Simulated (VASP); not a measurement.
# CdSeS4 (F-43m) in VASP: further runs, part 2 of 2

VASP 6.6.1.

### Step 4. Single point, PBE

This run uses another cell than the first one, of 19.23 Å³/atom, 0.949 times its volume.

The input, INCAR:

```
SYSTEM = CdSeS4
ALGO = Normal
EDIFF = 1E-7
ENCUT = 520
GGA = PE
ISIF = 2
ISMEAR = 0
LASPH = .TRUE.
LCHARG = .FALSE.
LREAL = .FALSE.
LWAVE = .FALSE.
NBANDS = 30
NELM = 100
PREC = Accurate
SIGMA = 0.1
```

The input, KPOINTS:

```
k-points
0
G
  8 8 8
  0 0 0
```

The input, POSCAR:

```
CdSeS4
1.0
    0.0000000000      3.8640308796      3.8640308796
    3.8640308796      0.0000000000      3.8640308796
    3.8640308796      3.8640308796      0.0000000000
Cd Se S
1 1 4
Direct
    0.2500000000      0.2500000000      0.2500000000
    0.0000000000      0.0000000000      0.0000000000
    0.6371422867      0.6371422867      0.0885731398
    0.6371422867      0.0885731398      0.6371422867
    0.0885731398      0.6371422867      0.6371422867
    0.6371422867      0.6371422867      0.6371422867
```

Command:

```bash
$ cat potpaw_PBE.64/Cd/POTCAR potpaw_PBE.64/Se/POTCAR potpaw_PBE.64/S/POTCAR > POTCAR
$ mpirun -np 1 vasp_std > vasp.out
```

It took 73 s on 1 thread of AMD EPYC 9R45 (Zen 5), shared host; peak memory 0.28 GiB.

Results (log left out):

| Property | Result |
| --- | --- |
| Free energy | -15.4906 eV |
| Pressure | 0.0 GPa |
| Largest force | 0.042 eV/Å |
| Band gap on the k mesh | zero (band 21 reaches 6.25 eV, above the bottom of band 22 at 5.06 eV) |

Forces on the atoms (eV/Å):
```
Cd   0.000  0.000  0.000
Se   0.000  0.000  0.000
S   -0.024 -0.024  0.024
S   -0.024  0.024 -0.024
S    0.024 -0.024 -0.024
S    0.024  0.024  0.024
```

Levels at points of the mesh, in eV from the Fermi level:
```tsv
k point	band 19	band 20	band 21	band 22	band 23	band 24
(0.00, 0.00, 0.00)	-1.61	-0.88	0.94	0.94	0.94	1.93
(0.50, 0.00, 0.00)	-2.17	-1.21	0.22	0.22	0.73	0.99
(0.50, 0.50, 0.00)	-1.44	-1.33	-0.87	0.22	0.22	0.98
```

### Step 5. Relaxation of cell and atoms, PBE

This run uses another cell than the first one, of 24.40 Å³/atom, 1.205 times its volume.

The input, INCAR:

```
PREC = Accurate
ENCUT = 600
EDIFF = 1E-6
ISMEAR = 0
SIGMA = 0.1
LREAL = F
LASPH = T
NELM = 80
ALGO = Normal
ISIF = 3
LWAVE = F
LCHARG = F
GGA = PE
IBRION = 2
NSW = 90
EDIFFG = -0.04
```

The input, KPOINTS:

```
Automatic mesh
0
Gamma
  4 4 4
```

The input, POSCAR:

```
CdSeS4
1.0
    0.0000000000      4.1833038800      4.1833038800
    4.1833038800      0.0000000000      4.1833038800
    4.1833038800      4.1833038800      0.0000000000
Cd Se S
1 1 4
Direct
    0.7500000000      0.7500000000      0.7500000000
    0.0000000000      0.0000000000      0.0000000000
    0.8750647300      0.3749784200      0.3749784200
    0.3749784200      0.3749784200      0.3749784200
    0.3749784200      0.8750647300      0.3749784200
    0.3749784200      0.3749784200      0.8750647300
```

Command:

```bash
$ cat potpaw_PBE.64/Cd/POTCAR potpaw_PBE.64/Se/POTCAR potpaw_PBE.64/S/POTCAR > POTCAR
$ mpirun -np 1 vasp_std > vasp.out
```

It took 6.7 min on 1 thread of AMD EPYC 9R45 (Zen 5), shared host; peak memory 0.33 GiB.

It converged, with:

* Free energy: -15.3273 eV
* Relaxed volume: 20.34 Å³/atom
* Relaxed cell: a = 5.568 Å, b = 5.568 Å, c = 5.568 Å, α = 60.00°, β = 60.00°, γ = 60.00°
* Space group after relaxing (to 0.05 Å): F-43m (No. 216)
* Energy gained by relaxing: 235.2 meV/atom
* Ionic steps: 26
* Pressure after relaxing: 0.1 GPa
* Largest force after relaxing: 0.025 eV/Å
* Band gap on the k mesh: zero (band 21 reaches 5.64 eV, above the bottom of band 22 at 4.57 eV)

Forces in eV/Å, atoms in the order of the input:
```
Cd   0.000  0.000  0.000
Se   0.000  0.000  0.000
S    0.014 -0.014 -0.014
S    0.014  0.014  0.014
S   -0.014  0.014 -0.014
S   -0.014 -0.014  0.014
```

Step by step:
| step | energy change (eV) | largest force (eV/Å) | pressure (GPa) | volume (Å³) |
| --- | --- | --- | --- | --- |
| 1 | 0.0000 | 0.0671 | -8.81 | 146.42 |
| 2 | -1.0736 | 0.0920 | -2.76 | 119.79 |
| 3 | -1.1264 | 0.0819 | -0.26 | 114.41 |
| 4 | -1.1268 | 0.0800 | 0.05 | 113.82 |
| 5 | -1.1282 | 0.0926 | 0.06 | 113.81 |
| 6 | -1.1336 | 0.1304 | 0.11 | 113.80 |
| 7 | -1.1495 | 0.1926 | 0.27 | 113.78 |
| 8 | -1.1940 | 0.2550 | 0.78 | 113.74 |
| 9 | -1.3195 | 0.2195 | 2.66 | 113.66 |
| 10 | 0.0983 | 5.2198 | 14.92 | 113.50 |
| 11 | -1.3252 | 0.1562 | 2.88 | 113.66 |
| 12 | -1.3293 | 0.0479 | 3.45 | 113.64 |
| 13 | -1.3297 | 0.0125 | 3.29 | 113.64 |
| 14 | -1.3298 | 0.0071 | 3.31 | 113.65 |
| 15 | -1.3302 | 0.0082 | 3.33 | 113.67 |
| 16 | -1.3308 | 0.0404 | 3.39 | 113.71 |
| 17 | -1.3310 | 0.1073 | 3.53 | 113.79 |
| 18 | -1.3311 | 0.0830 | 3.48 | 113.76 |
| 19 | -1.3318 | 0.0823 | 3.47 | 113.80 |
| 20 | -1.3339 | 0.0820 | 3.41 | 113.90 |
| 21 | -1.3381 | 0.0806 | 3.31 | 114.11 |
| 22 | -1.3460 | 0.0777 | 3.11 | 114.53 |
| 23 | -1.3603 | 0.0724 | 2.72 | 115.37 |
| 24 | -1.3833 | 0.0612 | 1.95 | 117.06 |
| 25 | -1.4082 | 0.0374 | 0.63 | 120.49 |
| 26 | -1.4110 | 0.0250 | 0.09 | 122.04 |

Final structure:
```yaml
crystal:
  lattice:
    - [0.00000, 3.93694, 3.93694]
    - [3.93694, 0.00000, 3.93694]
    - [3.93694, 3.93694, 0.00000]
  atoms:
    - { symbol: Cd, position: [0.75000, 0.75000, 0.75000] }
    - { symbol: Se, position: [0.00000, 0.00000, 0.00000] }
    - { symbol: S, position: [0.93081, 0.35640, 0.35640] }
    - { symbol: S, position: [0.35640, 0.35640, 0.35640] }
    - { symbol: S, position: [0.35640, 0.93081, 0.35640] }
    - { symbol: S, position: [0.35640, 0.35640, 0.93081] }
```

Levels at points of the mesh, in eV from the Fermi level:
```
           k point  band 18  band 19  band 20  band 21  band 22  band 23
(0.00, 0.00, 0.00)    -1.42    -1.42    -0.73     0.88     0.88     0.88
(0.50, 0.00, 0.00)    -1.88    -1.88    -0.86     0.22     0.22     0.83
(0.50, 0.50, 0.00)    -2.23    -1.03    -0.95    -0.90     0.37     0.37
```

Caveat: the volume moved by over 15 % at a fixed basis, so the end points are rough.

### Step 6. Relaxation of cell and atoms, PBE

The input, INCAR:

```
SYSTEM = CdSeS4
PREC = Accurate
ENCUT = 600
EDIFF = 1E-7
ISMEAR = 0
SIGMA = 0.1
LREAL = .False.
LASPH = .True.
NELM = 60
ALGO = Normal
ISIF = 3
LWAVE = .False.
LCHARG = .False.
GGA = PE
IBRION = 2
NSW = 100
EDIFFG = -0.01
```

The input, KPOINTS:

```
regular mesh
0
Gamma
  8 8 8
  0 0 0
```

The input, POSCAR:

```
CdSeS4
1.0
    0.0000000000      3.9316944374      3.9316944374
    3.9316944374      0.0000000000      3.9316944374
    3.9316944374      3.9316944374      0.0000000000
Cd Se S
1 1 4
Direct
    0.2500000000      0.2500000000      0.2500000000
    0.0000000000      0.0000000000      0.0000000000
    0.6430269755      0.6430269755      0.0709190736
    0.6430269755      0.0709190736      0.6430269755
    0.0709190736      0.6430269755      0.6430269755
    0.6430269755      0.6430269755      0.6430269755
```

Potentials or basis: VASP PAW PBE potentials, release 64 (Cd, Se, S).

Command:

```bash
$ cat potpaw_PBE.64/Cd/POTCAR potpaw_PBE.64/Se/POTCAR potpaw_PBE.64/S/POTCAR > POTCAR
$ mpirun -np 1 vasp_std > vasp.out
```

Wall time 7.2 min (1 thread of AMD EPYC 9R45 (Zen 5), shared host); peak memory 0.38 GiB.

Results (log left out):

| Item | Value |
| --- | --- |
| Free energy | -15.4929 eV |
| Relaxed volume | 19.32 Å³/atom |
| Relaxed cell | a = 5.473 Å, b = 5.473 Å, c = 5.473 Å, α = 60.00°, β = 60.00°, γ = 60.00° |
| Space group after relaxing (to 0.05 Å) | F-43m (No. 216) |
| Energy gained by relaxing | 6.8 meV/atom |
| Ionic steps | 7 |
| Pressure after relaxing | 0.0 GPa |
| Largest force after relaxing | 0.006 eV/Å |
| Band gap on the k mesh | zero (band 21 reaches 6.19 eV, above the bottom of band 22 at 5.01 eV) |

Forces on the atoms (eV/Å):
```
Cd   0.000  0.000  0.000
Se   0.000  0.000  0.000
S   -0.003 -0.003  0.003
S   -0.003  0.003 -0.003
S    0.003 -0.003 -0.003
S    0.003  0.003  0.003
```

Step by step:
| step | energy change (eV) | largest force (eV/Å) | pressure (GPa) | volume (Å³) |
| --- | --- | --- | --- | --- |
| 1 | 0.0000 | 0.2729 | -0.45 | 121.55 |
| 2 | -0.0150 | 0.1894 | -0.49 | 120.57 |
| 3 | -0.0383 | 0.0137 | -0.40 | 117.63 |
| 4 | -0.0401 | 0.0219 | -0.31 | 116.70 |
| 5 | -0.0402 | 0.0305 | -0.27 | 116.44 |
| 6 | -0.0400 | 0.0246 | 0.35 | 115.30 |
| 7 | -0.0407 | 0.0058 | 0.00 | 115.92 |

Final structure:
```xyz
6
Lattice="0.0000 3.8700 3.8700 3.8700 0.0000 3.8700 3.8700 3.8700 0.0000" Properties=species:S:1:pos:R:3 pbc="T T T"
Cd    1.9350    1.9350    1.9350
Se    0.0000    0.0000    0.0000
S     2.8020    2.8020    4.9380
S     2.8020    4.9380    2.8020
S     4.9380    2.8020    2.8020
S     4.9380    4.9380    4.9380
```

Levels at points of the mesh, in eV from the Fermi level:
| k point | band 19 | band 20 | band 21 | band 22 | band 23 | band 24 |
| --- | --- | --- | --- | --- | --- | --- |
| (0.00, 0.00, 0.00) | -1.60 | -0.86 | 0.93 | 0.93 | 0.93 | 1.91 |
| (0.50, 0.00, 0.00) | -2.14 | -1.17 | 0.22 | 0.22 | 0.74 | 0.98 |
| (0.50, 0.50, 0.00) | -1.40 | -1.28 | -0.89 | 0.24 | 0.24 | 0.94 |

### Step 7. Overview

| task | cell | k mesh | cutoff (eV) | gap on the mesh (eV) | pressure (GPa) | relaxed volume (Å³/atom) | largest force (eV/Å) |
| --- | --- | --- | --- | --- | --- | --- | --- |
| single point | a = 5.560 Å, angles 60.0°, 6 atoms | 4 × 4 × 4 | 520 | none | 0.0 | - | 0.06 |
| single point | a = 5.916 Å, angles 60.0°, 6 atoms | 4 × 4 × 4 | 520 | none | -8.8 | - | 0.07 |
| single point | a = 5.465 Å, angles 60.0°, 6 atoms | 8 × 8 × 8 | 520 | none | 0.0 | - | 0.04 |
| relaxation of cell and atoms | relaxed from a = 5.916 Å, angles 60.0°, 6 atoms | 4 × 4 × 4 | 600 | none | 0.1 | 20.34 | 0.02 |
| relaxation of cell and atoms | relaxed from a = 5.560 Å, angles 60.0°, 6 atoms | 8 × 8 × 8 | 600 | none | 0.0 | 19.32 | 0.01 |

Alike in all rows: level PBE; potentials or basis VASP PAW PBE potentials, release 64 (Cd, Se, S); no spin polarisation; smearing gaussian 0.1 eV.

Caveats: the volume moved by over 15 % at a fixed basis, so the end points are rough (some runs).

Absolute energies hang on the potentials; compare differences alone.
